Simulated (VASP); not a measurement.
# GaN (I4/mmm) in VASP: further runs

Runs on GaN. Level: LDA. Tasks: single point.

All numbers are computed with VASP 6.6.1; they aren't measurements. Logs are shortened: lines on timing, memory, paths and dates and some standing lists are left out, and cuts for length are marked.

## Step 1: The cell of the first run

The structure is tetragonal, space group I4/mmm (No. 139). The conventional cell has a = 3.065 Å, b = 3.065 Å, c = 4.142 Å, α = 90.00°, β = 90.00°, γ = 90.00°. Within 2.7 Å of Ga (site symmetry 4/mmm) lie 6 N at 2.07 to 2.17 Å. Within 2.7 Å of N (site symmetry 4/mmm) lie 6 Ga at 2.07 to 2.17 Å.

## Step 2: Single point, LDA (strain +0.015 along x and y, -0.030 along z)

INCAR

```
  PREC = Accurate
  ENCUT = 520
  EDIFF = 1E-7
  ISMEAR = 0
  SIGMA = 0.03
  LREAL = F
  LASPH = T
  NELM = 60
  ALGO = Normal
  ISIF = 2
  LWAVE = F
  LCHARG = F
  NBANDS = 16
```

KPOINTS

```
regular mesh
0
Gamma
  14 14 14
```

POSCAR

```
GaN
1.0
    0.0000000000      2.1672635250      2.0711779500
    2.1672635250      0.0000000000      2.0711779500
    2.1672635250      2.1672635250      0.0000000000
Ga N
1 1
Direct
    0.0000000000      0.0000000000      0.0000000000
    0.5000000000      0.5000000000      0.5000000000
```

Potentials or basis: VASP PAW LDA potentials, release 64 (Ga_d, N).

Started as:

```bash
$ cat potpaw_LDA.64/Ga_d/POTCAR potpaw_LDA.64/N/POTCAR > POTCAR
$ mpirun -np 1 vasp_std > vasp.out
```

OUTCAR:

```text
PREC = Accurate
   ENCUT = 520
   EDIFF = 1E-7
   ISMEAR = 0
   LREAL = F
   LASPH = T
   NELM = 60
   ISIF = 2

 ion  position               nearest neighbor table
   1  0.000  0.000  0.000-   2 2.07   2 2.07   2 2.17   2 2.17   2 2.17   2 2.17
   2  0.500  0.500  0.500-   1 2.07   1 2.07   1 2.17   1 2.17   1 2.17   1 2.17

  LATTYP: Found a body centered tetragonal cell.
 ALAT       =     3.0649734703
 C/A-ratio  =     1.3515144389

  Lattice vectors:

 A1 = (   0.0000000000,  -2.1672635250,  -2.0711779500)
 A2 = (   0.0000000000,   2.1672635250,  -2.0711779500)
 A3 = (   2.1672635250,   0.0000000000,   2.0711779500)

Analysis of symmetry for initial positions (statically):
=====================================================================
 Subroutine PRICEL returns:
 Original cell was already a primitive cell.

 Routine SETGRP: Setting up the symmetry group for a
 body centered tetragonal supercell.

 Subroutine GETGRP returns: Found 16 space group operations
 (whereof 16 operations were pure point group operations)
 out of a pool of 16 trial point group operations.

The static configuration has the point symmetry D_4h.

Analysis of symmetry for dynamics (positions and initial velocities):
=====================================================================
 Subroutine PRICEL returns:
 Original cell was already a primitive cell.

 Routine SETGRP: Setting up the symmetry group for a
 body centered tetragonal supercell.

 Subroutine GETGRP returns: Found 16 space group operations
 (whereof 16 operations were pure point group operations)
 out of a pool of 16 trial point group operations.

The dynamic configuration has the point symmetry D_4h.

 Subroutine INISYM returns: Found 16 space group operations
 (whereof 16 operations are pure point group operations),
 and found     1 'primitive' translations

----------------------------------------------------------------------------------------

                                     Primitive cell

  volume of cell :      19.4568

  direct lattice vectors                    reciprocal lattice vectors
     0.000000000  2.167263525  2.071177950    -0.230705678  0.230705678  0.241408518
     2.167263525  0.000000000  2.071177950     0.230705678 -0.230705678  0.241408518
     2.167263525  2.167263525  0.000000000     0.230705678  0.230705678 -0.241408518

  length of vectors
     2.997800742  2.997800742  3.064973470     0.405867333  0.405867333  0.405867333

  position of ions in fractional coordinates (direct lattice)
     0.000000000  0.000000000  0.000000000
     0.500000000  0.500000000  0.500000000

  ion indices of the primitive-cell ions
   primitive index   ion index
                 1           1
                 2           2

----------------------------------------------------------------------------------------

 KPOINTS: regular mesh

Automatic generation of k-mesh.
 Grid dimensions read from file:
 generate k-points for:   14   14   14

 Generating k-lattice:

  Cartesian coordinates                     Fractional coordinates (reciprocal lattice)
    -0.016478977  0.016478977  0.017243466     0.071428571 -0.000000000  0.000000000
     0.016478977 -0.016478977  0.017243466    -0.000000000  0.071428571  0.000000000
     0.016478977  0.016478977 -0.017243466     0.000000000  0.000000000  0.071428571

  Length of vectors
     0.028990524  0.028990524  0.028990524

  Shift w.r.t. Gamma in fractional coordinates (k-lattice)
     0.000000000  0.000000000  0.000000000

 Subroutine IBZKPT returns following result:
 ===========================================

 Found    244 irreducible k-points:

 Following reciprocal coordinates:
            Coordinates               Weight
  0.000000  0.000000  0.000000      1.000000
  0.071429  0.000000  0.000000      8.000000
  0.142857  0.000000  0.000000      8.000000
  0.214286  0.000000  0.000000      8.000000
  0.285714  0.000000  0.000000      8.000000
  0.357143  0.000000  0.000000      8.000000
[... 16 lines left out ...]
  0.214286  0.142857  0.000000      8.000000
  0.285714  0.142857  0.000000      8.000000
 [... further k-points ...]
   k-points           NKPTS =    244   k-points in BZ     NKDIM =    244   number of bands    NBANDS=     16
   number of dos      NEDOS =    301   number of ions     NIONS =      2
   total plane-waves  NPLWV =  13824
   dimension x,y,z NGX =    24 NGY =   24 NGZ =   24
   dimension x,y,z NGXF=    48 NGYF=   48 NGZF=   48
   ions per type =               1   1
   NGX,Y,Z   is equivalent  to a cutoff of  13.31, 13.31, 13.02 a.u.
   NGXF,Y,Z  is equivalent  to a cutoff of  26.62, 26.62, 26.04 a.u.
 SYSTEM =  unknown system
   PREC   = accura    normal or accurate (medium, high low for compatibility)
   ISTART =      0    job   : 0-new  1-cont  2-samecut
   ICHARG =      2    charge: 1-file 2-atom 10-const
   ISPIN  =      1    spin polarized calculation?
   LNONCOLLINEAR =      F non collinear calculations
   LSORBIT =      F    spin-orbit coupling
   LASPH  =      T    aspherical Exc in radial PAW
   ENCUT  =  520.0 eV  38.22 Ry    6.18 a.u.   5.57  5.57  5.70*2*pi/ulx,y,z
   NELM   =     60;   NELMIN=  2; NELMDL= -5     # of ELM steps
   EDIFF  = 0.1E-06   stopping-criterion for ELM
   LREAL  =      F    real-space projection
   EDIFFG = 0.1E-05   stopping-criterion for IOM
   NSW    =      0    number of steps for IOM
   IBRION =     -1    ionic relax: 0-MD 1-quasi-New 2-CG
   NFREE  =      0    steps in history (QN), initial steepest desc. (CG)
   ISIF   =      2    stress and relaxation
   ISYM   =      2    0-nonsym 1-usesym 2-fastsym
   POTIM  = 0.5000    time-step for ionic-motion
   TEBEG  =    0.0;   TEEND  =   0.0 temperature during run
   PSTRESS=    0.0 pullay stress
   NELECT =      18.0000    total number of electrons
   NUPDOWN=      -1.0000    fix difference up-down
   EMIN   =  10.00;   EMAX   =-10.00  energy-range for DOS
   EFERMI =   0.00;   METHOD = LEGACY
   ISMEAR =     0;   SIGMA  =   0.03  broadening in eV -4-tet -1-fermi 0-gaus
   EFERMI_NEDOS =   21; number of points for ismear=-14 and -15
   IALGO  =     38    algorithm
   IMIX   =      4    mixing-type and parameters
     AMIX     =   0.40;   BMIX     =  1.00
     AMIX_MAG =   1.60;   BMIX_MAG =  1.00
  volume/ion in A,a.u.               =       9.73        65.65
  Fermi-wavevector in a.u.,A,eV,Ry     =   1.595176  3.014446 34.621218  2.544588
  Thomas-Fermi vector in A             =   2.693136
   LORBIT       =      0    0 simple, 1 ext, 2 COOP (PROOUT), +10 PAW based schemes
   GGA     = CA    functional components
   LHFCALC =     F    Hartree Fock is set to
   AEXX    =    0.0000 exact exchange contribution
   IVDW    =     0    specifies the selected vdW correction
   LEPSILON=     F    determine dielectric tensor
   LRPA    =     F    only Hartree local field effects (RPA)
 non-spin polarized calculation
 Gauss-broadening in eV      SIGMA  =   0.03
  energy-cutoff  :      520.00
  volume of cell :       19.46
 maximum number of plane-waves:       540
 NGX is ok and might be reduce to    24
   NGX = 11   NGY = 11   NGZ = 11

 number of electron      18.0000003 magnetization

 Free energy of the ion-electron system (eV)
  ---------------------------------------------------
  ext. energy  EPLUGINS =         0.00000000
  ---------------------------------------------------
  free energy    TOTEN  =       -13.02823687 eV

  energy without entropy =      -13.02820641  energy(sigma->0) =      -13.02822164

 E-fermi :   7.3408     XC(G=0): -13.3034

 val. band max:        7.3082005184   @ k =  -0.2143  -0.0000   0.1429
 cond. band min:       7.7088304155   @ k =   0.5000   0.0000   0.5000
 fundamental gap:      0.4006298971
 Fermi energy:         7.3407516304

 k-point     1 :       0.0000    0.0000    0.0000
  band No.  band energies     occupation
      1      -9.6182      2.00000
      2      -6.8133      2.00000
      3      -6.8133      2.00000
      4      -6.7928      2.00000
      5      -6.7469      2.00000
      6      -6.6820      2.00000
[... 8 lines left out ...]
     15      22.0399      0.00000
     16      23.2076      0.00000

 k-point     2 :       0.0714    0.0000    0.0000
  band No.  band energies     occupation
      1      -9.5200      2.00000
      2      -6.8138      2.00000
      3      -6.8082      2.00000
      4      -6.7902      2.00000
      5      -6.7512      2.00000
      6      -6.6907      2.00000
[... 8 lines left out ...]
     15      22.4133      0.00000
     16      23.4678      0.00000

 k-point     3 :       0.1429    0.0000    0.0000
  band No.  band energies     occupation
      1      -9.2305      2.00000
      2      -6.8203      2.00000
      3      -6.8116      2.00000
      4      -6.7847      2.00000
      5      -6.7454      2.00000
      6      -6.7075      2.00000
[... 8 lines left out ...]
     15      23.1526      0.00000
     16      23.5700      0.00000

 k-point     4 :       0.2143    0.0000    0.0000
  band No.  band energies     occupation
      1      -8.7667      2.00000
      2      -6.8428      2.00000
      3      -6.8341      2.00000
      4      -6.8005      2.00000
      5      -6.7101      2.00000
      6      -6.7014      2.00000
[... 8 lines left out ...]
     15      24.1777      0.00000
     16      24.3288      0.00000
[... 324 lines left out ...]
 k-point    22 :       0.1429    0.1429    0.0000
  band No.  band energies     occupation
      1      -9.0601      2.00000
      2      -6.8275      2.00000
      3      -6.7919      2.00000
      4      -6.7730      2.00000
      5      -6.7730      2.00000
      6      -6.7236      2.00000
[... 8 lines left out ...]
     15      26.0267      0.00000
     16      26.0267      0.00000

 k-point    23 :       0.2143    0.1429    0.0000
  band No.  band energies     occupation
      1      -8.7258      2.00000
      2      -6.8447      2.00000
      3      -6.8208      2.00000
      4      -6.7712      2.00000
      5      -6.7379      2.00000
      6      -6.6972      2.00000
[... 8 lines left out ...]
     15      26.6471      0.00000
     16      26.8724      0.00000

 k-point    24 :       0.2857    0.1429    0.0000
  band No.  band energies     occupation
      1      -8.2825      2.00000
      2      -6.8659      2.00000
      3      -6.8230      2.00000
      4      -6.7969      2.00000
      5      -6.6613      2.00000
      6      -6.6520      2.00000
[... 8 lines left out ...]
     15      26.8739      0.00000
     16      27.6382      0.00000

 [... further k-points ...]

------------------------ aborting loop because EDIFF is reached ----------------------------------------

  FORCE on cell =-STRESS in cart. coord.  units (eV):
  Direction    XX          YY          ZZ          XY          YZ          ZX
  --------------------------------------------------------------------------------------
  -------------------------------------------------------------------------------------
  Total       -1.6812724     -1.6812724     -0.9053097      0.0000000      0.0000000     -0.0000000
  in kB     -138.4451719   -138.4451719    -74.5481594      0.0000000      0.0000000     -0.0000000
  external PRESSURE =    -117.1461678 kB  Pullay stress =       0.0000000 kB

 VOLUME and BASIS-vectors are now :
 -----------------------------------------------------------------------------
  energy-cutoff  :      520.00
  volume of cell :       19.46
      direct lattice vectors                 reciprocal lattice vectors
     0.000000000  2.167263525  2.071177950    -0.230705678  0.230705678  0.241408518
     2.167263525  0.000000000  2.071177950     0.230705678 -0.230705678  0.241408518
     2.167263525  2.167263525  0.000000000     0.230705678  0.230705678 -0.241408518

 POSITION                                       TOTAL-FORCE (eV/Angst)
 -----------------------------------------------------------------------------------
      0.00000      0.00000      0.00000         0.000000      0.000000      0.000000
      2.16726      2.16726      2.07118         0.000000      0.000000      0.000000
 -----------------------------------------------------------------------------------
    total drift:                                0.000000     -0.000000     -0.000000

  FREE ENERGIE OF THE ION-ELECTRON SYSTEM (eV)
  ---------------------------------------------------
  free  energy   TOTEN  =       -13.0282368656 eV

  energy  without entropy=      -13.0282064145  energy(sigma->0) =      -13.02822164
```

Wall time 74 s (1 thread of Intel Xeon 8259CL, shared host); peak memory 0.19 GiB.

Results:

```
Free energy            : -13.0282 eV
Pressure               : -11.7 GPa
Band gap on the k mesh : zero (bands 9 and 10 overlap by 0.04 eV)
```

Caveat: the cell differs from its parent crystal (strain +0.015 along x and y, -0.030 along z); the cell stands under tension; semilocal functionals underestimate gaps, so a narrow gap can read as zero.

## Step 3: Single point, LDA (strain +0.030 along x and y, -0.030 along z)

INCAR

```
PREC = Accurate
ENCUT = 520
EDIFF = 1E-6
ISMEAR = 0
SIGMA = 0.03
LREAL = False
LASPH = True
NELM = 60
ALGO = Normal
ISIF = 2
LWAVE = False
LCHARG = False
NBANDS = 16
```

KPOINTS is that of step 2.

POSCAR

```
GaN
1.0
    0.0000000000      2.1992920500      2.0711779500
    2.1992920500      0.0000000000      2.0711779500
    2.1992920500      2.1992920500      0.0000000000
Ga N
1 1
Direct
    0.0000000000      0.0000000000      0.0000000000
    0.5000000000      0.5000000000      0.5000000000
```

Potentials or basis: VASP PAW LDA potentials, release 64 (Ga_d, N).

Started as:

```bash
$ cat potpaw_LDA.64/Ga_d/POTCAR potpaw_LDA.64/N/POTCAR > POTCAR
$ mpirun -np 1 vasp_std > vasp.out
```

Run time: 76 s. Hardware: 1 thread of Intel Xeon 8259CL, shared host; peak memory 0.19 GiB.

Results (log left out):

```yaml
Free_energy: -12.9694 eV
Pressure: -16.3 GPa
Band_gap_on_the_k_mesh: zero (bands 9 and 10 overlap by 0.26 eV)
```

Stress tensor (GPa, compression positive):
```
-18.59   0.00   0.00
  0.00 -18.59   0.00
  0.00   0.00 -11.86
```

Levels at points of the mesh, in eV from the Fermi level:
| k point | band 7 | band 8 | band 9 | band 10 | band 11 | band 12 |
| --- | --- | --- | --- | --- | --- | --- |
| (0.00, 0.00, 0.00) | -0.91 | -0.32 | -0.32 | 1.63 | 13.91 | 13.91 |
| (0.50, 0.00, 0.00) | -8.07 | -0.33 | -0.10 | 4.30 | 7.98 | 8.49 |
| (0.50, 0.50, 0.00) | -6.68 | -3.13 | -3.13 | -0.29 | 7.23 | 11.65 |
| (0.50, 0.00, 0.50) | -6.81 | -3.20 | -2.37 | 0.26 | 7.93 | 10.90 |

Caveat: the cell differs from its parent crystal (strain +0.030 along x and y, -0.030 along z); the cell stands under tension; semilocal functionals underestimate gaps, so a narrow gap can read as zero.
